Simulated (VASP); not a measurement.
Input of a VASP 6.6.1 run:

File INCAR:

```
SYSTEM = Ga
  ALGO = Fast
  EDIFF = 1E-6
  ENCUT = 520
  GGA = PS
  ISIF = 2
  ISMEAR = 0
  LASPH = .TRUE.
  LCHARG = .FALSE.
  LREAL = .FALSE.
  LWAVE = .FALSE.
  NBANDS = 12
  NELM = 100
  PREC = Accurate
  SIGMA = 0.15
```

Contents of KPOINTS:

```
k-points
0
G
  24 24 24
  0 0 0
```

Contents of POSCAR:

```
Ga
1.0
   -1.4040000000      1.4040000000      2.1955650000
    1.4040000000     -1.4040000000      2.1955650000
    1.4040000000      1.4040000000     -2.1955650000
Ga
1
Direct
    0.0000000000      0.0000000000      0.0000000000
```

Potentials or basis: VASP PAW PBE potentials, release 64 (Ga_d).

The run is started by

```console
$ cat potpaw_PBE.64/Ga_d/POTCAR > POTCAR
$ mpirun -np 1 vasp_std > vasp.out
```

Task: Estimate the band gap on the k mesh.

Result: Zero (an odd number of electrons rules out a gap without spin polarisation).

Task: Estimate the pressure.

Result: 1.6 GPa.

Stress tensor (GPa, compression positive):
```
1.67 0.00 0.00
0.00 1.67 0.00
0.00 0.00 1.35
```

Caveat: the cell differs from its parent crystal (strain +0.000 along x and y, -0.015 along z); the PAW data sets were made with another functional, which shifts forces and pressure a little.
